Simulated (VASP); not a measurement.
**Al6N5 (a cell with a defect): single point with PBEsol**

System: Al6N5 (a cell with a defect).

```
Al N
1.0
    -3.30147    0.00000    4.13987
     1.65073   -2.85916    4.13987
     1.65073    2.85916    4.13987
Al N
6 5
Direct
  0.25000 0.91667 0.58333
  0.58333 0.25000 0.91667
  0.91667 0.58333 0.25000
  0.75000 0.08333 0.41667
  0.08333 0.41667 0.75000
  0.41667 0.75000 0.08333
  0.41667 0.08333 0.75000
  0.75000 0.41667 0.08333
  0.98499 0.09259 0.53879
  0.25000 0.58333 0.91667
  0.58333 0.91667 0.25000
```

This cell differs from its parent crystal: atoms taken out.

| Item | Value |
| --- | --- |
| Program | VASP 6.6.1 |
| Task | single point |
| Functional | PBEsol |
| Potentials or basis | VASP PAW PBE potentials, release 64 (Al, N) |
| Cutoff | 520 eV |
| k mesh | 6 × 6 × 6 |
| Occupations | gaussian, width 0.05 eV |
| Spin | no spin polarisation |

The largest force is 26.913 eV/Å.

Forces on the atoms (eV/Å):
```
Al  -20.506  11.824  12.805
Al   -0.382   0.653  -0.624
Al   -0.851  -0.067  -3.454
Al    3.203  -1.477  -5.044
Al   -0.113   2.444   1.675
Al   -1.874  -1.329   0.049
N     1.136  -0.634   0.091
N    -0.333  -0.926  -1.111
N    20.555 -12.139  -4.679
N     0.000   0.204   0.231
N    -0.833   1.446   0.063
```

Levels at points of the mesh, in eV from the Fermi level:
```csv
k point,band 17,band 18,band 19,band 20,band 21,band 22,band 23,band 24
"(0.00, 0.00, 0.00)",-1.01,-0.83,-0.39,0.06,0.22,3.36,4.25,5.01
"(0.50, 0.00, 0.00)",-1.51,-0.90,-0.83,-0.16,0.09,2.97,4.27,4.84
"(0.00, 0.50, 0.00)",-1.52,-0.76,-0.65,-0.46,0.45,2.53,3.79,5.18
"(0.00, 0.00, 0.50)",-1.16,-0.94,-0.52,-0.25,0.10,3.14,4.35,4.99
"(0.50, 0.50, 0.00)",-1.59,-1.37,-0.60,-0.36,0.57,2.61,4.21,5.16
"(0.50, 0.00, 0.50)",-1.45,-0.96,-0.68,-0.20,-0.12,3.72,4.04,5.26
"(0.00, 0.50, 0.50)",-1.56,-1.09,-0.60,-0.07,0.74,2.58,4.34,4.52
"(0.50, 0.50, 0.50)",-1.62,-1.49,-1.03,-0.73,1.04,3.01,3.84,4.46
```

Wall time 12 min on 1 thread of Intel Xeon 8259CL, on a shared host, peak memory 0.44 GiB.

Caveat: the cell carries a net charge on a neutralising background, which shifts energy and pressure; the cell differs from its parent crystal (atoms taken out); the cell is charged against a uniform background, so pressure and absolute levels hang on convention; the PAW data sets were made with another functional, which shifts forces and pressure a little.
